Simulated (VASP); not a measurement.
# PbO (Litharge) (P4/nmm) in VASP: settings compared, part 2 of 2

VASP 6.6.1.

## Step 3: Single point, RPBE

The input, INCAR:

```
SYSTEM = PbO
PREC = Accurate
ENCUT = 520
EDIFF = 1E-7
ISMEAR = 0
SIGMA = 0.01
LREAL = .False.
LASPH = .True.
NELM = 100
ALGO = Normal
ISIF = 2
LWAVE = .False.
LCHARG = .False.
GGA = RP
NBANDS = 28
```

The input, KPOINTS:

```
regular mesh
0
Gamma
  4 4 3
  0 0 0
```

The input, POSCAR:

```
PbO
1.0
    3.9900000000      0.0000000000      0.0000000000
    0.0000000000      3.9900000000      0.0000000000
    0.0000000000      0.0000000000      5.0100000000
Pb O
2 2
Direct
    0.0000000000      0.5000000000      0.2400000000
    0.5000000000      0.0000000000      0.7600000000
    0.0000000000      0.0000000000      0.0000000000
    0.5000000000      0.5000000000      0.0000000000
```

Potentials or basis: VASP PAW PBE potentials, release 64 (Pb_d, O).

The run is started by

```sh
cat potpaw_PBE.64/Pb_d/POTCAR potpaw_PBE.64/O/POTCAR > POTCAR
mpirun -np 1 vasp_std > vasp.out
```

OUTCAR:

```text
SYSTEM = PbO
   PREC = Accurate
   ENCUT = 520
   EDIFF = 1E-7
   ISMEAR = 0
   LREAL = .False.
   LASPH = .True.
   NELM = 100
   ISIF = 2
   GGA = RP

 ion  position               nearest neighbor table
   1  0.000  0.500  0.240-   3 2.33   4 2.33   3 2.33   4 2.33   2 3.71   2 3.71   2 3.71   2 3.71
                             2 3.84   2 3.84   2 3.84   2 3.84
   2  0.500  0.000  0.760-   3 2.33   4 2.33   4 2.33   3 2.33   1 3.71   1 3.71   1 3.71   1 3.71
                             1 3.84   1 3.84   1 3.84   1 3.84
   3  0.000  0.000  0.000-   1 2.33   2 2.33   1 2.33   2 2.33
   4  0.500  0.500  0.000-   1 2.33   2 2.33   2 2.33   1 2.33

  LATTYP: Found a simple tetragonal cell.
 ALAT       =     3.9900000000
 C/A-ratio  =     1.2556390977

  Lattice vectors:

 A1 = (   3.9900000000,   0.0000000000,   0.0000000000)
 A2 = (   0.0000000000,   3.9900000000,   0.0000000000)
 A3 = (   0.0000000000,   0.0000000000,   5.0100000000)

Analysis of symmetry for initial positions (statically):
=====================================================================
 Subroutine PRICEL returns:
 Original cell was already a primitive cell.

 Routine SETGRP: Setting up the symmetry group for a
 simple tetragonal supercell.

 Subroutine GETGRP returns: Found 16 space group operations
 (whereof  8 operations were pure point group operations)
 out of a pool of 16 trial point group operations.

The static configuration has the point symmetry D_2d.
 The point group associated with its full space group is D_4h.

Analysis of symmetry for dynamics (positions and initial velocities):
=====================================================================
 Subroutine PRICEL returns:
 Original cell was already a primitive cell.

 Routine SETGRP: Setting up the symmetry group for a
 simple tetragonal supercell.

 Subroutine GETGRP returns: Found 16 space group operations
 (whereof  8 operations were pure point group operations)
 out of a pool of 16 trial point group operations.

The dynamic configuration has the point symmetry D_2d.
 The point group associated with its full space group is D_4h.

 Subroutine INISYM returns: Found 16 space group operations
 (whereof  8 operations are pure point group operations),
 and found     1 'primitive' translations

----------------------------------------------------------------------------------------

                                     Primitive cell

  volume of cell :      79.7597

  direct lattice vectors                    reciprocal lattice vectors
     3.990000000  0.000000000  0.000000000     0.250626566  0.000000000  0.000000000
     0.000000000  3.990000000  0.000000000     0.000000000  0.250626566  0.000000000
     0.000000000  0.000000000  5.010000000     0.000000000  0.000000000  0.199600798

  length of vectors
     3.990000000  3.990000000  5.010000000     0.250626566  0.250626566  0.199600798

  position of ions in fractional coordinates (direct lattice)
     0.000000000  0.500000000  0.240000000
     0.500000000  0.000000000  0.760000000
     0.000000000  0.000000000  0.000000000
     0.500000000  0.500000000  0.000000000

  ion indices of the primitive-cell ions
   primitive index   ion index
                 1           1
                 2           2
                 3           3
                 4           4

----------------------------------------------------------------------------------------
[... 32 lines left out ...]
  0.500000  0.500000  0.000000      1.000000
  0.000000  0.000000  0.333333      2.000000
  0.250000  0.000000  0.333333      8.000000
  0.500000  0.000000  0.333333      4.000000
  0.250000  0.250000  0.333333      8.000000
  0.500000  0.250000  0.333333      8.000000
  0.500000  0.500000  0.333333      2.000000
   k-points           NKPTS =     12   k-points in BZ     NKDIM =     12   number of bands    NBANDS=     28
   number of dos      NEDOS =    301   number of ions     NIONS =      4
   total plane-waves  NPLWV =  36000
   dimension x,y,z NGX =    30 NGY =   30 NGZ =   40
   dimension x,y,z NGXF=    60 NGYF=   60 NGZF=   80
   ions per type =               2   2
   NGX,Y,Z   is equivalent  to a cutoff of  12.50, 12.50, 13.27 a.u.
   NGXF,Y,Z  is equivalent  to a cutoff of  25.00, 25.00, 26.55 a.u.
 SYSTEM =  PbO
   PREC   = accura    normal or accurate (medium, high low for compatibility)
   ISTART =      0    job   : 0-new  1-cont  2-samecut
   ICHARG =      2    charge: 1-file 2-atom 10-const
   ISPIN  =      1    spin polarized calculation?
   LNONCOLLINEAR =      F non collinear calculations
   LSORBIT =      F    spin-orbit coupling
   LASPH  =      T    aspherical Exc in radial PAW
   ENCUT  =  520.0 eV  38.22 Ry    6.18 a.u.   7.42  7.42  9.32*2*pi/ulx,y,z
   NELM   =    100;   NELMIN=  2; NELMDL= -5     # of ELM steps
   EDIFF  = 0.1E-06   stopping-criterion for ELM
   LREAL  =      F    real-space projection
   EDIFFG = 0.1E-05   stopping-criterion for IOM
   NSW    =      0    number of steps for IOM
   IBRION =     -1    ionic relax: 0-MD 1-quasi-New 2-CG
   NFREE  =      0    steps in history (QN), initial steepest desc. (CG)
   ISIF   =      2    stress and relaxation
   ISYM   =      2    0-nonsym 1-usesym 2-fastsym
   POTIM  = 0.5000    time-step for ionic-motion
   TEBEG  =    0.0;   TEEND  =   0.0 temperature during run
   PSTRESS=    0.0 pullay stress
   NELECT =      40.0000    total number of electrons
   NUPDOWN=      -1.0000    fix difference up-down
   EMIN   =  10.00;   EMAX   =-10.00  energy-range for DOS
   EFERMI =   0.00;   METHOD = LEGACY
   ISMEAR =     0;   SIGMA  =   0.01  broadening in eV -4-tet -1-fermi 0-gaus
   EFERMI_NEDOS =   21; number of points for ismear=-14 and -15
   IALGO  =     38    algorithm
   IMIX   =      4    mixing-type and parameters
     AMIX     =   0.40;   BMIX     =  1.00
     AMIX_MAG =   1.60;   BMIX_MAG =  1.00
  volume/ion in A,a.u.               =      19.94       134.56
  Fermi-wavevector in a.u.,A,eV,Ry     =   1.300670  2.457909 23.017539  1.691741
  Thomas-Fermi vector in A             =   2.431853
   LORBIT       =      0    0 simple, 1 ext, 2 COOP (PROOUT), +10 PAW based schemes
   GGA     = RP    functional components
   LHFCALC =     F    Hartree Fock is set to
   AEXX    =    0.0000 exact exchange contribution
   IVDW    =     0    specifies the selected vdW correction
   LEPSILON=     F    determine dielectric tensor
   LRPA    =     F    only Hartree local field effects (RPA)
 non-spin polarized calculation
 Gauss-broadening in eV      SIGMA  =   0.01
  energy-cutoff  :      520.00
  volume of cell :       79.76
 maximum number of plane-waves:      2186
 NGX is ok and might be reduce to    30
   NGX = 15   NGY = 15   NGZ = 19

 number of electron      39.9999999 magnetization

 Free energy of the ion-electron system (eV)
  ---------------------------------------------------
  ext. energy  EPLUGINS =         0.00000000
  ---------------------------------------------------
  free energy    TOTEN  =       -19.91310837 eV

  energy without entropy =      -19.91310837  energy(sigma->0) =      -19.91310837

 E-fermi :   5.3182     XC(G=0):  -9.5991

 val. band max:        5.2507396931   @ k =   0.0000   0.0000   0.0000
 cond. band min:       6.4643407485   @ k =   0.5000   0.5000   0.0000
 fundamental gap:      1.2136010554
 Fermi energy:         5.3182296657

 k-point     1 :       0.0000    0.0000    0.0000
  band No.  band energies     occupation
      1     -13.0862      2.00000
      2     -12.5916      2.00000
      3     -10.8403      2.00000
      4     -10.8403      2.00000
      5     -10.7867      2.00000
      6     -10.7641      2.00000
[... 361 lines left out ...]
     27      15.6180      0.00000
     28      15.6180      0.00000

------------------------ aborting loop because EDIFF is reached ----------------------------------------

  FORCE on cell =-STRESS in cart. coord.  units (eV):
  Direction    XX          YY          ZZ          XY          YZ          ZX
  --------------------------------------------------------------------------------------
  -------------------------------------------------------------------------------------
  Total        3.0970018      3.0970018      2.2870726      0.0000000     -0.0000000      0.0000000
  in kB       62.2111925     62.2111925     45.9416962      0.0000000     -0.0000000      0.0000000
  external PRESSURE =      56.7880271 kB  Pullay stress =       0.0000000 kB

 VOLUME and BASIS-vectors are now :
 -----------------------------------------------------------------------------
  energy-cutoff  :      520.00
  volume of cell :       79.76
      direct lattice vectors                 reciprocal lattice vectors
     3.990000000  0.000000000  0.000000000     0.250626566  0.000000000  0.000000000
     0.000000000  3.990000000  0.000000000     0.000000000  0.250626566  0.000000000
     0.000000000  0.000000000  5.010000000     0.000000000  0.000000000  0.199600798

 POSITION                                       TOTAL-FORCE (eV/Angst)
 -----------------------------------------------------------------------------------
      0.00000      1.99500      1.20240         0.000000     -0.000000      0.190596
      1.99500      0.00000      3.80760         0.000000     -0.000000     -0.190596
      0.00000      0.00000      0.00000         0.000000     -0.000000      0.000000
      1.99500      1.99500      0.00000        -0.000000      0.000000      0.000000
 -----------------------------------------------------------------------------------
    total drift:                                0.000000      0.000000      0.000000

  FREE ENERGIE OF THE ION-ELECTRON SYSTEM (eV)
  ---------------------------------------------------
  free  energy   TOTEN  =       -19.9131083651 eV

  energy  without entropy=      -19.9131083651  energy(sigma->0) =      -19.91310837
```

stdout:

```text
POSCAR found type information on POSCAR PbO
 POSCAR found :  2 types and       4 ions
 scaLAPACK will be used
 -----------------------------------------------------------------------------
|                                                                             |
|                                                                             |
|     You enforced a specific xc type in the INCAR file but a different       |
|     I HOPE YOU KNOW WHAT YOU ARE DOING!                                     |
|                                                                             |
 -----------------------------------------------------------------------------

 LDA part: xc-table for (Slater+PW92), standard interpolation
 POSCAR, INCAR and KPOINTS ok, starting setup
 FFT: planning ... GRIDC
 FFT: planning ... GRID_SOFT
 FFT: planning ... GRID
 WAVECAR not read
 entering main loop
```

Wall time 23 s (1 thread of AMD EPYC 9R45 (Zen 5), shared host); peak memory 0.15 GiB.

What came out:

```yaml
Free_energy: -19.9131 eV
Pressure: 5.7 GPa
Largest_force: 0.191 eV/Å
Band_gap_on_the_k_mesh: 1.21 eV, indirect (least direct gap 2.17 eV)
```

Forces in eV/Å, atoms in the order of the input:
```
Pb   0.000  0.000  0.191
Pb   0.000  0.000 -0.191
O    0.000  0.000  0.000
O    0.000  0.000  0.000
```

Caveat: the PAW data sets were made with another functional, which shifts forces and pressure a little; spin-orbit coupling is left out, which moves the levels of the heavy elements.

## Step 4: Single point, PBE

Edit INCAR of step 3 so:

```diff
@@ -3,3 +3,3 @@
 ENCUT = 520
-EDIFF = 1E-7
+EDIFF = 1E-6
 ISMEAR = 0
@@ -13,3 +13,3 @@
 LCHARG = .False.
-GGA = RP
+GGA = PE
 NBANDS = 28
```

KPOINTS is that of step 3.

POSCAR is that of step 3.

The run is started by

```sh
cat potpaw_PBE.64/Pb_d/POTCAR potpaw_PBE.64/O/POTCAR > POTCAR
mpirun -np 1 vasp_std > vasp.out
```

It took 22 s on 1 thread of AMD EPYC 9R45 (Zen 5), shared host; peak memory 0.15 GiB.

It converged, with:

| Item | Value |
| --- | --- |
| Free energy | -21.4328 eV |
| Pressure | 3.1 GPa |
| Largest force | 0.027 eV/Å |
| Band gap on the k mesh | 1.16 eV, indirect (least direct gap 2.11 eV) |

Forces on the atoms (eV/Å):
```
Pb   0.000  0.000  0.027
Pb   0.000  0.000 -0.027
O    0.000  0.000  0.000
O    0.000  0.000  0.000
```

Stress tensor (GPa, compression positive):
```
3.47 0.00 0.00
0.00 3.47 0.00
0.00 0.00 2.29
```

Levels at points of the mesh, in eV from the valence-band top:
| k point | band 17 | band 18 | band 19 | band 20 | band 21 | band 22 | band 23 | band 24 |
| --- | --- | --- | --- | --- | --- | --- | --- | --- |
| (0.00, 0.00, 0.00) | -1.64 | -1.56 | -1.56 | 0.00 | 2.42 | 5.55 | 5.55 | 5.60 |
| (0.50, 0.00, 0.00) | -2.90 | -2.90 | -1.64 | -1.64 | 3.39 | 3.39 | 6.62 | 6.62 |
| (0.50, 0.50, 0.00) | -1.66 | -1.66 | -0.95 | -0.95 | 1.16 | 1.16 | 5.26 | 5.26 |

Caveat: spin-orbit coupling is left out, which moves the levels of the heavy elements.

## Step 5: Overview

| level | gap on the mesh (eV) | pressure (GPa) | largest force (eV/Å) |
| --- | --- | --- | --- |
| revPBE | 1.20 | 5.0 | 0.14 |
| RPBE | 1.21 | 5.7 | 0.19 |
| PBE | 1.16 | 3.1 | 0.03 |

Alike in all rows: task single point; potentials or basis VASP PAW PBE potentials, release 64 (Pb_d, O); no spin polarisation; cell as given; k mesh 4 × 4 × 3; cutoff (eV) 520; smearing gaussian 0.01 eV.

On the cell as given the gap runs from 1.16 eV (PBE) to 1.21 eV (RPBE). The pressure there spans 3.1 GPa (PBE) to 5.7 GPa (RPBE); a positive pressure means that this level wants a larger cell, a negative one a smaller.

Caveats: spin-orbit coupling is left out, which moves the levels of the heavy elements; the PAW data sets were made with another functional, which shifts forces and pressure a little (some runs).

Total energies depend on the potentials used, so only differences within one code and one set of settings carry meaning.
